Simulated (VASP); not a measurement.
InGa2N3, 6 atoms in the cell. Symmetry: R-3m, No. 166, trigonal system. The conventional cell has a = 5.890 Å, b = 5.890 Å, c = 8.137 Å, α = 90.00°, β = 90.00°, γ = 120.00°. In (site symmetry -3m) has 6 N at 2.18 Å and 2 Ga at 2.72 Å within 2.9 Å. Within 2.9 Å of Ga (site symmetry 3m) lie 3 N at 2.18 Å and 1 Ga at 2.71 Å and 1 In at 2.72 Å. N (site symmetry 2/m) has 2 In at 2.18 Å and 2 Ga at 2.18 Å and 4 N at 2.95 Å within 3.0 Å. The cell was built from a structure type or drawn by symmetry, and may not be a known phase.

- Program: VASP 6.6.1
- Task: single point
- Functional: PBE
- Potentials or basis: VASP PAW PBE potentials, release 64 (In_d, Ga_d, N)
- Cutoff: 520 eV
- k mesh: 6 × 6 × 6
- Occupations: gaussian, width 0.1 eV
- Spin: no spin polarisation
- Dipole correction: no
- Further INCAR settings: ALGO = Normal; EDIFF = 1e-06; NBANDS = 36

Potentials or basis: VASP PAW PBE potentials, release 64 (In_d, Ga_d, N).

Run with:

```bash
$ cat potpaw_PBE.64/In_d/POTCAR potpaw_PBE.64/Ga_d/POTCAR potpaw_PBE.64/N/POTCAR > POTCAR
$ mpirun -np 1 vasp_std > vasp.out
```

Hardware: 1 thread of Intel(R) Xeon(R) 6975P-C (Granite Rapids) (shared host).

Q: Estimate the wall time of this run.

A: Wall time 28 s on 1 thread of Intel(R) Xeon(R) 6975P-C (Granite Rapids) (shared host), peak memory 0.23 GiB. Counts: scf iterations 14, k points 32.
